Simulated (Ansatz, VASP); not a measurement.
One calculation of SiO2, two programs

File INCAR:

```
PREC = Accurate ; ENCUT = 600
EDIFF = 1E-7 ; ISMEAR = 0
SIGMA = 0.02 ; LREAL = Auto
LASPH = True ; NELM = 100
ALGO = Normal ; ISIF = 3
LWAVE = False ; LCHARG = False
GGA = CA ; IBRION = 2
NSW = 100 ; EDIFFG = -0.005
```

The input KPOINTS:

```
Automatic mesh
0
Gamma
  4 4 4
```

File POSCAR:

```
SiO2
1.0
   -4.9414789400      4.9414789400      4.9414789400
    4.9414789400     -4.9414789400      4.9414789400
    4.9414789400      4.9414789400     -4.9414789400
Si O
8 16
Direct
    0.3138788000      0.3138788000      0.3138788000
    0.0000000000      0.3138788000      0.0000000000
    0.0000000000      0.0000000000      0.3138788000
    0.3138788000      0.0000000000      0.0000000000
    0.0000000000      0.0000000000      0.6861212000
    0.6861212000      0.0000000000      0.0000000000
    0.0000000000      0.6861212000      0.0000000000
    0.6861212000      0.6861212000      0.6861212000
    0.5000000000      0.5000000000      0.5000000000
    0.0000000000      0.5000000000      0.0000000000
    0.0000000000      0.0000000000      0.5000000000
    0.5000000000      0.0000000000      0.0000000000
    0.1888848800      0.1888848800      0.3777697600
    0.1888848800      0.3777697600      0.1888848800
    0.8111151200      0.0000000000      0.1888848800
    0.0000000000      0.8111151200      0.1888848800
    0.3777697600      0.1888848800      0.1888848800
    0.1888848800      0.8111151200      0.0000000000
    0.8111151200      0.1888848800      0.0000000000
    0.1888848800      0.0000000000      0.8111151200
    0.6222302400      0.8111151200      0.8111151200
    0.8111151200      0.6222302400      0.8111151200
    0.0000000000      0.1888848800      0.8111151200
    0.8111151200      0.8111151200      0.6222302400
```

Input for Ansatz:

```yaml
crystal:
  lattice:
    - [-4.94147894, 4.94147894, 4.94147894]
    - [4.94147894, -4.94147894, 4.94147894]
    - [4.94147894, 4.94147894, -4.94147894]
  atoms:
    - { symbol: Si, position: [0.3138788, 0.3138788, 0.3138788] }
    - { symbol: Si, position: [0.0, 0.3138788, 0.0] }
    - { symbol: Si, position: [0.0, 0.0, 0.3138788] }
    - { symbol: Si, position: [0.3138788, 0.0, 0.0] }
    - { symbol: Si, position: [0.0, 0.0, 0.6861212] }
    - { symbol: Si, position: [0.6861212, 0.0, 0.0] }
    - { symbol: Si, position: [0.0, 0.6861212, 0.0] }
    - { symbol: Si, position: [0.6861212, 0.6861212, 0.6861212] }
    - { symbol: O, position: [0.5, 0.5, 0.5] }
    - { symbol: O, position: [0.0, 0.5, 0.0] }
    - { symbol: O, position: [0.0, 0.0, 0.5] }
    - { symbol: O, position: [0.5, 0.0, 0.0] }
    - { symbol: O, position: [0.18888488, 0.18888488, 0.37776976] }
    - { symbol: O, position: [0.18888488, 0.37776976, 0.18888488] }
    - { symbol: O, position: [0.81111512, 0.0, 0.18888488] }
    - { symbol: O, position: [0.0, 0.81111512, 0.18888488] }
    - { symbol: O, position: [0.37776976, 0.18888488, 0.18888488] }
    - { symbol: O, position: [0.18888488, 0.81111512, 0.0] }
    - { symbol: O, position: [0.81111512, 0.18888488, 0.0] }
    - { symbol: O, position: [0.18888488, 0.0, 0.81111512] }
    - { symbol: O, position: [0.62223024, 0.81111512, 0.81111512] }
    - { symbol: O, position: [0.81111512, 0.62223024, 0.81111512] }
    - { symbol: O, position: [0.0, 0.18888488, 0.81111512] }
    - { symbol: O, position: [0.81111512, 0.81111512, 0.62223024] }
basis:
  ecutwfc: 420
kpoints:
  mp_grid: { grid: [4, 4, 4] }
hamiltonian:
  xc: lda
scf:
  occupations: { method: gaussian, width: 0.02 }
output:
  forces: true
  stress: true
  eigenvalues: true
relax:
  adjacent_minimum: "off"
  f_tol: 0.005
  max_steps: 80
  cell: { stress_tol: 0.05 }
```

Alike in both runs: task relaxation of cell and atoms; functional LDA; k mesh 4 × 4 × 4; occupations gaussian, width 0.02 eV; no spin polarisation.

|  | VASP | Ansatz |
| --- | --- | --- |
| version | VASP 6.6.1 | Ansatz 0.2.0 |
| potentials or method | VASP PAW LDA potentials, release 64 (Si, O), cutoff 600 eV | scalar-relativistic, plane waves, PAW |
| valence electrons in the cell | 128 | 128 |

VASP gave:

```
gap on the k mesh at the Fermi level, each at its own relaxed structure (eV)  : 5.52
relaxed volume (Å³/atom)                                                      : 19.95
relaxed length of the cell vector where the two differ most in proportion (Å) : 8.536
```

Task: Estimate Ansatz's values.

Result: gap on the k mesh at the Fermi level, each at its own relaxed structure (eV): 5.53; relaxed volume (Å³/atom): 19.93; relaxed length of the cell vector where the two differ most in proportion (Å): 8.533.

LDA's correlation is that of Perdew and Zunger in VASP and of Perdew and Wang (1992) in Ansatz.
